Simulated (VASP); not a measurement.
# SiN2 (P6_3/mmc) in VASP: notebook

Runs on SiN2. Level: PBE. Tasks: single point.

All numbers are computed with VASP 6.6.1; they aren't measurements. Logs are shortened: lines on timing, memory, paths and dates and some standing lists are left out, and cuts for length are marked.

### 1 The cell of the first run

Symmetry: P6_3/mmc, No. 194, hexagonal system. Conventional cell: a = 2.853 Å, b = 2.853 Å, c = 10.405 Å, α = 90.00°, β = 90.00°, γ = 120.00°. Within 2.5 Å of Si (site symmetry -6m2) lie 6 N at 1.87 Å. Within 2.3 Å of N (site symmetry 3m) lie 1 N at 1.76 Å and 3 Si at 1.87 Å.

### 2 Single point, PBE

INCAR

```
PREC = Accurate
ENCUT = 520
EDIFF = 1E-7
ISMEAR = 0
SIGMA = 0.1
LREAL = F
LASPH = T
NELM = 100
ALGO = Normal
ISIF = 2
LWAVE = F
LCHARG = T
GGA = PE
LELF = T
LVHAR = T
NBANDS = 23
```

KPOINTS

```
regular mesh
0
Gamma
  6 6 2
```

POSCAR

```
SiN2
1.0
    2.8529195384      0.0000000000      0.0000000000
   -1.4264597692      2.4707007952      0.0000000000
    0.0000000000      0.0000000000     10.4047476577
Si N
2 4
Direct
    0.3333333333      0.6666666667      0.2500000000
    0.6666666667      0.3333333333      0.7500000000
    0.3333333333      0.6666666667      0.6652313468
    0.6666666667      0.3333333333      0.1652313468
    0.3333333333      0.6666666667      0.8347686532
    0.6666666667      0.3333333333      0.3347686532
```

Potentials or basis: VASP PAW PBE potentials, release 64 (Si, N).

Launch:

```console
> cat potpaw_PBE.64/Si/POTCAR potpaw_PBE.64/N/POTCAR > POTCAR
> mpirun -np 1 vasp_std > vasp.out
```

OUTCAR:

```text
PREC = Accurate
   ENCUT = 520
   EDIFF = 1E-7
   ISMEAR = 0
   LREAL = F
   LASPH = T
   NELM = 100
   ISIF = 2
   GGA = PE

 ion  position               nearest neighbor table
   1  0.333  0.667  0.250-   4 1.87   6 1.87   4 1.87   6 1.87   4 1.87   6 1.87
   2  0.667  0.333  0.750-   3 1.87   5 1.87   3 1.87   5 1.87   3 1.87   5 1.87
   3  0.333  0.667  0.665-   5 1.76   2 1.87   2 1.87   2 1.87
   4  0.667  0.333  0.165-   6 1.76   1 1.87   1 1.87   1 1.87
   5  0.333  0.667  0.835-   3 1.76   2 1.87   2 1.87   2 1.87
   6  0.667  0.333  0.335-   4 1.76   1 1.87   1 1.87   1 1.87

  LATTYP: Found a hexagonal cell.
 ALAT       =     2.8529195384
 C/A-ratio  =     3.6470526132

  Lattice vectors:

 A1 = (   2.8529195384,   0.0000000000,   0.0000000000)
 A2 = (  -1.4264597692,   2.4707007952,   0.0000000000)
 A3 = (   0.0000000000,   0.0000000000,  10.4047476577)

Analysis of symmetry for initial positions (statically):
=====================================================================
 Subroutine PRICEL returns:
 Original cell was already a primitive cell.

 Routine SETGRP: Setting up the symmetry group for a
 hexagonal supercell.

 Subroutine GETGRP returns: Found 24 space group operations
 (whereof 12 operations were pure point group operations)
 out of a pool of 24 trial point group operations.

The static configuration has the point symmetry D_3d.
 The point group associated with its full space group is D_6h.

Analysis of symmetry for dynamics (positions and initial velocities):
=====================================================================
 Subroutine PRICEL returns:
 Original cell was already a primitive cell.

 Routine SETGRP: Setting up the symmetry group for a
 hexagonal supercell.

 Subroutine GETGRP returns: Found 24 space group operations
 (whereof 12 operations were pure point group operations)
 out of a pool of 24 trial point group operations.

The dynamic configuration has the point symmetry D_3d.
 The point group associated with its full space group is D_6h.

 Subroutine INISYM returns: Found 24 space group operations
 (whereof 12 operations are pure point group operations),
 and found     1 'primitive' translations

----------------------------------------------------------------------------------------

                                     Primitive cell

  volume of cell :      73.3401

  direct lattice vectors                    reciprocal lattice vectors
     2.852919538  0.000000000  0.000000000     0.350518122  0.202371732  0.000000000
    -1.426459769  2.470700795  0.000000000     0.000000000  0.404743465  0.000000000
     0.000000000  0.000000000 10.404747658     0.000000000  0.000000000  0.096109971

  length of vectors
     2.852919538  2.852919538 10.404747658     0.404743465  0.404743465  0.096109971

  position of ions in fractional coordinates (direct lattice)
     0.333333333  0.666666667  0.250000000
     0.666666667  0.333333333  0.750000000
     0.333333333  0.666666667  0.665231347
     0.666666667  0.333333333  0.165231347
     0.333333333  0.666666667  0.834768653
     0.666666667  0.333333333  0.334768653

  ion indices of the primitive-cell ions
   primitive index   ion index
                 1           1
                 2           2
                 3           3
                 4           4
                 5           5
                 6           6

----------------------------------------------------------------------------------------

 KPOINTS: regular mesh

Automatic generation of k-mesh.
 Grid dimensions read from file:
 generate k-points for:    6    6    2

 Generating k-lattice:

  Cartesian coordinates                     Fractional coordinates (reciprocal lattice)
     0.058419687  0.033728622  0.000000000     0.166666667  0.000000000  0.000000000
     0.000000000  0.067457244  0.000000000     0.000000000  0.166666667  0.000000000
     0.000000000  0.000000000  0.048054986     0.000000000  0.000000000  0.500000000

  Length of vectors
     0.067457244  0.067457244  0.048054986

  Shift w.r.t. Gamma in fractional coordinates (k-lattice)
     0.000000000  0.000000000  0.000000000

 Subroutine IBZKPT returns following result:
 ===========================================

 Found     14 irreducible k-points:

 Following reciprocal coordinates:
            Coordinates               Weight
  0.000000  0.000000  0.000000      1.000000
  0.166667  0.000000  0.000000      6.000000
  0.333333 -0.000000  0.000000      6.000000
  0.500000  0.000000  0.000000      3.000000
  0.166667  0.166667  0.000000      6.000000
  0.333333  0.166667  0.000000     12.000000
  0.333333  0.333333  0.000000      2.000000
  0.000000  0.000000  0.500000      1.000000
  0.166667  0.000000  0.500000      6.000000
  0.333333 -0.000000  0.500000      6.000000
  0.500000  0.000000  0.500000      3.000000
  0.166667  0.166667  0.500000      6.000000
  0.333333  0.166667  0.500000     12.000000
  0.333333  0.333333  0.500000      2.000000
   k-points           NKPTS =     14   k-points in BZ     NKDIM =     14   number of bands    NBANDS=     23
   number of dos      NEDOS =    301   number of ions     NIONS =      6
   total plane-waves  NPLWV =  46080
   dimension x,y,z NGX =    24 NGY =   24 NGZ =   80
   dimension x,y,z NGXF=    48 NGYF=   48 NGZF=  160
   ions per type =               2   4
   NGX,Y,Z   is equivalent  to a cutoff of  13.99, 13.99, 12.78 a.u.
   NGXF,Y,Z  is equivalent  to a cutoff of  27.97, 27.97, 25.56 a.u.
 SYSTEM =  unknown system
   PREC   = accura    normal or accurate (medium, high low for compatibility)
   ISTART =      0    job   : 0-new  1-cont  2-samecut
   ICHARG =      2    charge: 1-file 2-atom 10-const
   ISPIN  =      1    spin polarized calculation?
   LNONCOLLINEAR =      F non collinear calculations
   LSORBIT =      F    spin-orbit coupling
   LASPH  =      T    aspherical Exc in radial PAW
   ENCUT  =  520.0 eV  38.22 Ry    6.18 a.u.   5.30  5.30 19.35*2*pi/ulx,y,z
   NELM   =    100;   NELMIN=  2; NELMDL= -5     # of ELM steps
   EDIFF  = 0.1E-06   stopping-criterion for ELM
   LREAL  =      F    real-space projection
   EDIFFG = 0.1E-05   stopping-criterion for IOM
   NSW    =      0    number of steps for IOM
   IBRION =     -1    ionic relax: 0-MD 1-quasi-New 2-CG
   NFREE  =      0    steps in history (QN), initial steepest desc. (CG)
   ISIF   =      2    stress and relaxation
   ISYM   =      2    0-nonsym 1-usesym 2-fastsym
   POTIM  = 0.5000    time-step for ionic-motion
   TEBEG  =    0.0;   TEEND  =   0.0 temperature during run
   PSTRESS=    0.0 pullay stress
   NELECT =      28.0000    total number of electrons
   NUPDOWN=      -1.0000    fix difference up-down
   EMIN   =  10.00;   EMAX   =-10.00  energy-range for DOS
   EFERMI =   0.00;   METHOD = LEGACY
   ISMEAR =     0;   SIGMA  =   0.10  broadening in eV -4-tet -1-fermi 0-gaus
   EFERMI_NEDOS =   21; number of points for ismear=-14 and -15
   IALGO  =     38    algorithm
   IMIX   =      4    mixing-type and parameters
     AMIX     =   0.40;   BMIX     =  1.00
     AMIX_MAG =   1.60;   BMIX_MAG =  1.00
  volume/ion in A,a.u.               =      12.22        82.49
  Fermi-wavevector in a.u.,A,eV,Ry     =   1.187628  2.244292 19.190477  1.410460
  Thomas-Fermi vector in A             =   2.323775
   LORBIT       =      0    0 simple, 1 ext, 2 COOP (PROOUT), +10 PAW based schemes
   GGA     = PE    functional components
   LHFCALC =     F    Hartree Fock is set to
   AEXX    =    0.0000 exact exchange contribution
   IVDW    =     0    specifies the selected vdW correction
   LEPSILON=     F    determine dielectric tensor
   LRPA    =     F    only Hartree local field effects (RPA)
 non-spin polarized calculation
 Gauss-broadening in eV      SIGMA  =   0.10
  energy-cutoff  :      520.00
  volume of cell :       73.34
 maximum number of plane-waves:      1989
 NGX is ok and might be reduce to    24
   NGX = 11   NGY = 11   NGZ = 39

 number of electron      27.9999994 magnetization

 Free energy of the ion-electron system (eV)
  ---------------------------------------------------
  ext. energy  EPLUGINS =         0.00000000
  ---------------------------------------------------
  free energy    TOTEN  =       -41.51410465 eV

  energy without entropy =      -41.51410465  energy(sigma->0) =      -41.51410465

 E-fermi :   4.8504     XC(G=0):  -9.4393

 val. band max:        4.3471007249   @ k =   0.0000   0.0000   0.0000
 cond. band min:       5.3083185676   @ k =   0.0000   0.0000   0.0000
 fundamental gap:      0.9612178427
 Fermi energy:         4.8504248121

 k-point     1 :       0.0000    0.0000    0.0000
  band No.  band energies     occupation
      1     -16.3609      2.00000
      2     -16.3466      2.00000
      3      -9.5468      2.00000
      4      -9.4249      2.00000
      5      -1.3010      2.00000
      6      -0.6304      2.00000
[... 15 lines left out ...]
     22      12.1434      0.00000
     23      12.1434      0.00000

 k-point     2 :       0.1667    0.0000    0.0000
  band No.  band energies     occupation
      1     -15.9499      2.00000
      2     -15.9366      2.00000
      3      -9.1743      2.00000
      4      -9.0610      2.00000
      5      -1.8497      2.00000
      6      -1.7845      2.00000
[... 15 lines left out ...]
     22      12.8582      0.00000
     23      13.4706      0.00000

 k-point     3 :       0.3333   -0.0000    0.0000
  band No.  band energies     occupation
      1     -14.9314      2.00000
      2     -14.9215      2.00000
      3      -8.2425      2.00000
      4      -8.1594      2.00000
      5      -4.8785      2.00000
      6      -4.8691      2.00000
[... 15 lines left out ...]
     22      13.8922      0.00000
     23      14.2285      0.00000
[... 235 lines left out ...]
 k-point    13 :       0.3333    0.1667    0.5000
  band No.  band energies     occupation
      1     -14.2822      2.00000
      2     -14.2822      2.00000
      3      -7.6158      2.00000
      4      -7.6158      2.00000
      5      -5.6530      2.00000
      6      -5.6530      2.00000
[... 15 lines left out ...]
     22      14.3869      0.00000
     23      15.1400      0.00000

 k-point    14 :       0.3333    0.3333    0.5000
  band No.  band energies     occupation
      1     -13.9268      2.00000
      2     -13.9268      2.00000
      3      -7.2904      2.00000
      4      -7.2904      2.00000
      5      -5.2217      2.00000
      6      -5.2217      2.00000
[... 15 lines left out ...]
     22      14.8356      0.00000
     23      15.5554      0.00000

------------------------ aborting loop because EDIFF is reached ----------------------------------------

  FORCE on cell =-STRESS in cart. coord.  units (eV):
  Direction    XX          YY          ZZ          XY          YZ          ZX
  --------------------------------------------------------------------------------------
  -------------------------------------------------------------------------------------
  Total       -0.0199753     -0.0199753      0.0829337      0.0000000      0.0000000      0.0000000
  in kB       -0.4363773     -0.4363773      1.8117582      0.0000000      0.0000000      0.0000000
  external PRESSURE =       0.3130012 kB  Pullay stress =       0.0000000 kB

 VOLUME and BASIS-vectors are now :
 -----------------------------------------------------------------------------
  energy-cutoff  :      520.00
  volume of cell :       73.34
      direct lattice vectors                 reciprocal lattice vectors
     2.852919538  0.000000000  0.000000000     0.350518122  0.202371732  0.000000000
    -1.426459769  2.470700795  0.000000000     0.000000000  0.404743465  0.000000000
     0.000000000  0.000000000 10.404747658     0.000000000  0.000000000  0.096109971

 POSITION                                       TOTAL-FORCE (eV/Angst)
 -----------------------------------------------------------------------------------
     -0.00000      1.64713      2.60119         0.000000      0.000000      0.000000
      1.42646      0.82357      7.80356        -0.000000      0.000000      0.000000
     -0.00000      1.64713      6.92156         0.000000     -0.000000     -0.037960
      1.42646      0.82357      1.71919        -0.000000      0.000000     -0.037960
     -0.00000      1.64713      8.68556         0.000000     -0.000000      0.037960
      1.42646      0.82357      3.48318        -0.000000      0.000000      0.037960
 -----------------------------------------------------------------------------------
    total drift:                               -0.000000      0.000000     -0.000000

  FREE ENERGIE OF THE ION-ELECTRON SYSTEM (eV)
  ---------------------------------------------------
  free  energy   TOTEN  =       -41.5141046531 eV

  energy  without entropy=      -41.5141046531  energy(sigma->0) =      -41.51410465
```

Wall time 14 s (1 thread of Intel Xeon 6975P-C (Granite Rapids), shared host); peak memory 0.19 GiB.

What came out:

```
Free energy            : -41.5141 eV
Pressure               : 0.0 GPa
Largest force          : 0.038 eV/Å
Band gap on the k mesh : 0.96 eV
```

Forces in eV/Å, atoms in the order of the input:
```
Si   0.000  0.000  0.000
Si   0.000  0.000  0.000
N    0.000  0.000 -0.038
N    0.000  0.000 -0.038
N    0.000  0.000  0.038
N    0.000  0.000  0.038
```

Caveat: the k points lie up to 0.42 Å⁻¹ apart; this functional lacks dispersion, which binds layers or chains, so the pressure and a relaxed spacing across them are unreliable. A k mesh can miss the band edges.

(Continued in part 2 of 2.)

The gap in the log of VASP goes by the Fermi energy; the results here count the filled bands.